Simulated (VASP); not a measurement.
Wanted: the native input for a VASP 6.6.1 run.

* Task: relaxation of cell and atoms
* Functional: PBE
* Potentials or basis: VASP PAW PBE potentials, release 64 (I)
* Cutoff: 600 eV
* k mesh: 12 × 12 × 12
* Occupations: fermi-dirac, width 0.05 eV
* Spin: no spin polarisation
* Dipole correction: no
* Further INCAR settings: ALGO = Normal; EDIFF = 1e-06; IBRION = 2; EDIFFG = -0.01; NSW = 80; ISIF = 3

The structure of I lies in POSCAR:

```
I
1.0
    3.3000000000      0.0000000000      0.0000000000
    0.0000000000      3.3000000000      0.0000000000
    0.0000000000      0.0000000000      3.3000000000
I
1
Direct
    0.0000000000      0.0000000000      0.0000000000
```

One way to write it, as run:

INCAR

```
SYSTEM = I
  PREC = Accurate
  ENCUT = 600
  EDIFF = 1E-6
  ISMEAR = -1
  SIGMA = 0.05
  LREAL = .FALSE.
  LASPH = .TRUE.
  NELM = 60
  ALGO = Normal
  ISIF = 3
  LWAVE = .FALSE.
  LCHARG = .FALSE.
  GGA = PE
  IBRION = 2
  NSW = 80
  EDIFFG = -0.01
```

KPOINTS

```
regular mesh
0
G
  12 12 12
  0 0 0
```

Potentials or basis: VASP PAW PBE potentials, release 64 (I).

Launch:

```console
$ cat potpaw_PBE.64/I/POTCAR > POTCAR
$ mpirun -np 1 vasp_std > vasp.out
```

Results of the run:

* Relaxed volume: 41.48 Å³/atom
* Relaxed cell: a = 3.462 Å, b = 3.462 Å, c = 3.462 Å, α = 90.00°, β = 90.00°, γ = 90.00°
* Space group after relaxing (to 0.1 Å): Pm-3m (No. 221)
* Energy gained by relaxing: 71.8 meV/atom
* Ionic steps: 3
* Pressure after relaxing: 0.0 GPa
* Band gap on the k mesh: zero (an odd number of electrons rules out a gap without spin polarisation)

Caveat: the volume moved by over 15 % at a fixed basis, so the end points are rough; spin-orbit coupling is left out, which moves the levels of the heavy elements; an odd number of electrons without spin polarisation forces a metal; a magnetic or distorted state may lie lower.

It took 68 s on 1 thread of Intel Xeon 8259CL, with other jobs on the host, peak memory 0.18 GiB.
